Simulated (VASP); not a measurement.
A run of VASP 6.6.1 is set up as follows.

INCAR

```
SYSTEM = Pd
PREC     = Accurate       ! precision mode
ENCUT    = 600            ! plane-wave cutoff, eV
EDIFF    = 1E-6           ! SCF threshold, eV
ISMEAR   = 0              ! smearing method
SIGMA    = 0.1            ! smearing width, eV
LREAL    = .False.        ! projectors in reciprocal space
LASPH    = .True.         ! aspherical terms in the spheres
NELM     = 100            ! most SCF steps
ALGO     = Normal         ! electronic algorithm
ISIF     = 3              ! what is computed and relaxed
LWAVE    = .False.        ! write WAVECAR
LCHARG   = .False.        ! write CHGCAR
GGA      = PE             ! functional
IBRION   = 2              ! ionic algorithm
NSW      = 80             ! ionic steps
EDIFFG   = -0.01          ! ionic threshold
```

Contents of KPOINTS:

```
Automatic mesh
0
Gamma
  10 10 10
  0 0 0
```

POSCAR

```
Pd
1.0
    2.5300000000      0.0000000000      0.0000000000
    0.0000000000      2.5300000000      0.0000000000
    0.0000000000      0.0000000000      2.5300000000
Pd
1
Direct
    0.0000000000      0.0000000000      0.0000000000
```

Potentials or basis: VASP PAW PBE potentials, release 64 (Pd).

Command:

```bash
$ cat potpaw_PBE.64/Pd/POTCAR > POTCAR
$ mpirun -np 1 vasp_std > vasp.out
```

(1) What does it give for the band gap on the k mesh?

(2) Predict the space group after relaxing (to 0.05 Å).

(3) Estimate the relaxed cell.

(4) Predict the relaxed volume.

Answers

(1) zero (band 5 reaches 8.42 eV, above the bottom of band 6 at 6.61 eV).

(2) Pm-3m (No. 221).

(3) a = 2.611 Å, b = 2.611 Å, c = 2.611 Å, α = 90.00°, β = 90.00°, γ = 90.00°.

(4) 17.80 Å³/atom.
